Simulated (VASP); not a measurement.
A run of VASP 6.6.1 is set up as follows.

POSCAR

```
Zn
1.0
    0.0000000000      1.9102148788      1.9102148788
    1.9102148788      0.0000000000      1.9102148788
    1.9102148788      1.9102148788      0.0000000000
Zn
1
Direct
    0.0000000000      0.0000000000      0.0000000000
```

INCAR.step1

```
SYSTEM = Zn
  PREC = Accurate
  ENCUT = 520
  ISMEAR = -1
  SIGMA = 0.1
  LREAL = .False.
  LASPH = .True.
  NELM = 60
  NBANDS = 12
  GGA = PE
  ALGO = Normal
  EDIFF = 1E-4
  LWAVE = .True.
  LCHARG = .False.
```

File INCAR.step2:

```
SYSTEM = Zn
  PREC = Accurate
  ENCUT = 520
  EDIFF = 1E-6
  ISMEAR = -1
  SIGMA = 0.1
  LREAL = .False.
  LASPH = .True.
  NELM = 60
  ALGO = Normal
  ISIF = 2
  LWAVE = .False.
  LCHARG = .False.
  METAGGA = R2SCAN
  LMIXTAU = .True.
  NBANDS = 12
  ISTART = 1
```

Contents of KPOINTS:

```
regular mesh
0
Gamma
  15 15 15
  0 0 0
```

Potentials or basis: VASP PAW PBE potentials, release 64 (Zn).

Command:

```console
$ cat potpaw_PBE.64/Zn/POTCAR > POTCAR
$ cp INCAR.step1 INCAR
$ mpirun -np 1 vasp_std > vasp.out
$ cp INCAR.step2 INCAR
$ mpirun -np 1 vasp_std > vasp.out
```

(1) What does it give for the pressure?

(2) Predict the band gap on the k mesh.

Answers

(1) 2.9 GPa.

(2) zero (band 6 reaches 5.59 eV, above the bottom of band 7 at 2.51 eV).

Caveat: the PAW data sets were made with another functional, which shifts forces and pressure a little.
